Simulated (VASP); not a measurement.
Input of a VASP 6.6.1 run:

The input INCAR:

```
SYSTEM = MgSiN
PREC = Accurate
ENCUT = 520
EDIFF = 1E-7
ISMEAR = 0
SIGMA = 0.1
LREAL = .FALSE.
LASPH = .TRUE.
NELM = 150
ALGO = Normal
ISIF = 2
LWAVE = .FALSE.
LCHARG = .FALSE.
ISPIN = 2
MAGMOM = 0 0 1
LORBIT = 11
GGA = PE
NBANDS = 16
```

The input KPOINTS:

```
regular mesh
0
G
  6 6 6
  0 0 0
```

Contents of POSCAR:

```
MgSiN
1.0
    3.3880826600      0.0000000000      0.0000000000
    0.0000000000      3.3880826600      0.0000000000
    0.0000000000      0.0000000000      3.4577454900
Mg Si N
1 1 1
Direct
    0.0000000000      0.0000000000      0.0000000000
    0.5000000000      0.5000000000      0.5000000000
    0.5000000000      0.5000000000      0.0000000000
```

Potentials or basis: VASP PAW PBE potentials, release 64 (Mg, Si, N).

Launch:

```bash
$ cat potpaw_PBE.64/Mg/POTCAR potpaw_PBE.64/Si/POTCAR potpaw_PBE.64/N/POTCAR > POTCAR
$ mpirun -np 1 vasp_std > vasp.out
```

Q: Predict the pressure.

A: 0.1 GPa.

Q: Predict the net moment.

A: 0.00 μB per cell.

Stress tensor (GPa, compression positive):
```
-9.40  0.00  0.00
 0.00 -9.40  0.00
 0.00  0.00 19.20
```
